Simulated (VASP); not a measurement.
Wanted: the native input for a VASP 6.6.1 run.

```yaml
Task: single point
Functional: PBEsol
Potentials_or_basis: VASP PAW PBE potentials, release 64 (Nb_sv)
Cutoff: 520 eV
k_mesh: 13 × 13 × 13
Occupations: fermi-dirac, width 0.08 eV
Spin: no spin polarisation
Dipole_correction: no
Further_INCAR_settings: ALGO = Normal; EDIFF = 1e-06; NBANDS = 12
```

The structure of Nb lies in POSCAR:

```
Nb
1.0
    0.0000000000      2.1220266297      2.1220266297
    2.1220266297      0.0000000000      2.1220266297
    2.1220266297      2.1220266297      0.0000000000
Nb
1
Direct
    0.0000000000      0.0000000000      0.0000000000
```

This cell differs from its parent crystal: volume scaled by 1.01.

These files were run (other wordings do the same):

INCAR

```
SYSTEM = Nb
PREC = Accurate
ENCUT = 520
EDIFF = 1E-6
ISMEAR = -1
SIGMA = 0.08
LREAL = .FALSE.
LASPH = .TRUE.
NELM = 80
ALGO = Normal
ISIF = 2
LWAVE = .FALSE.
LCHARG = .FALSE.
GGA = PS
NBANDS = 12
```

KPOINTS

```
regular mesh
0
G
  13 13 13
  0 0 0
```

Potentials or basis: VASP PAW PBE potentials, release 64 (Nb_sv).

Launch:

```sh
$ cat potpaw_PBE.64/Nb_sv/POTCAR > POTCAR
$ mpirun -np 1 vasp_std > vasp.out
```

Results of the run:

| Property | Result |
| --- | --- |
| Pressure | -8.4 GPa |

Caveat: the PAW data sets were made with another functional, which shifts forces and pressure a little.

Run time: 22 s on 1 thread of Intel Xeon 8259CL, with other jobs on the host, peak memory 0.15 GiB.
